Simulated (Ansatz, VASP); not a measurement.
# MnS: VASP beside Ansatz

The input INCAR:

```
PREC = Accurate ; ENCUT = 520
EDIFF = 1E-8 ; ISMEAR = -1
SIGMA = 0.08 ; LREAL = False
LASPH = True ; NELM = 150
ALGO = Normal ; ISIF = 2
LWAVE = False ; LCHARG = False
ISPIN = 2 ; MAGMOM = 4 0
LORBIT = 11 ; LMAXMIX = 4
GGA = PE ; LEFG = True
NBANDS = 20
```

The input KPOINTS:

```
regular mesh
0
Gamma
  16 16 16
```

The input POSCAR:

```
MnS
1.0
    0.0000000000      2.6009930592      2.6009930592
    2.6009930592      0.0000000000      2.6009930592
    2.6009930592      2.6009930592      0.0000000000
Mn S
1 1
Direct
    0.0000000000      0.0000000000      0.0000000000
    0.5000000000      0.5000000000      0.5000000000
```

Input for Ansatz:

```yaml
crystal:
  lattice:
    - [0.0, 2.6009930592, 2.6009930592]
    - [2.6009930592, 0.0, 2.6009930592]
    - [2.6009930592, 2.6009930592, 0.0]
  atoms:
    - { symbol: Mn, position: [0.0, 0.0, 0.0], spin: 4.0 }
    - { symbol: S, position: [0.5, 0.5, 0.5] }
magnetization:
  spin_polarized: true
kpoints:
  mp_grid: { grid: [16, 16, 16] }
scf:
  occupations: { method: fermi_dirac, width: 0.08 }
hamiltonian:
  xc: pbe
  pseudopotentials: { kind: paw }
output:
  forces: true
  stress: true
  eigenvalues: true
  efg: { contact_densities: true }
```

Change from the starting cell: volume scaled by 1.06, PAW files.

Alike in both runs: task electric field gradients; functional PBE; k mesh 16 × 16 × 16; occupations fermi-dirac, width 0.08 eV; collinear spin.

|  | VASP | Ansatz |
| --- | --- | --- |
| version | VASP 6.6.1 | Ansatz 0.2.0 |
| potentials or method | VASP PAW PBE potentials, release 64 (Mn_pv, S) | PAW with Ansatz's default frozen-core files, scalar-relativistic |
| plane-wave cutoff (eV) | 520 | 420 |
| valence electrons in the cell | 19 | 21 |

|  | VASP | Ansatz | Ansatz less VASP |
| --- | --- | --- | --- |
| pressure (GPa) | -3.0 | -3.1 | -0.01 |
| net moment per atom (μB) | 2.34 | 2.33 | -0.001 |
| size of the moment on the site where the two differ most (μB) | 4.23 | 4.18 | -0.050 |

Site moments also hang on the region over which each program counts them. With one functional, cell and mesh, what is left measures potentials, basis and numerics. VASP's potentials hold 19 valence electrons a cell and Ansatz's 21, so a difference there can come from the potentials and not from the codes.
